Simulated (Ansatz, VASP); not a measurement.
**One calculation of Ge, two programs**

```
Ge
1.0
    -2.26011    2.26011    5.45035
     2.26011   -2.26011    5.45035
     2.26011    2.26011   -5.45035
Ge
6
Direct
  0.78721 0.78721 0.00000
  0.53721 0.03721 0.50000
  0.96279 0.46279 0.50000
  0.21279 0.21279 0.00000
  0.00000 0.00000 0.00000
  0.75000 0.25000 0.50000
```

Alike in both runs: task single point; functional PBE; k mesh 6 × 6 × 6; occupations gaussian, width 0.1 eV; no spin polarisation.

|  | VASP | Ansatz |
| --- | --- | --- |
| version | VASP 6.6.1 | Ansatz 0.2.0 |
| potentials or method | VASP PAW PBE potentials, release 64 (Ge_d), cutoff 520 eV | scalar-relativistic, plane waves, PAW |
| valence electrons in the cell | 84 | 84 |

Ansatz gave:

| Quantity | Value |
| --- | --- |
| gap on the k mesh at the Fermi level (eV) | none |
| rms of the force components (eV/Å) | 0.798 |

What did VASP give for the same quantities?

gap on the k mesh at the Fermi level (eV): none; rms of the force components (eV/Å): 0.800.

Atom by atom the forces differ by 0.003 eV/Å (rms over components). A gap of «none» marks a metal or a gap that the smearing closes.
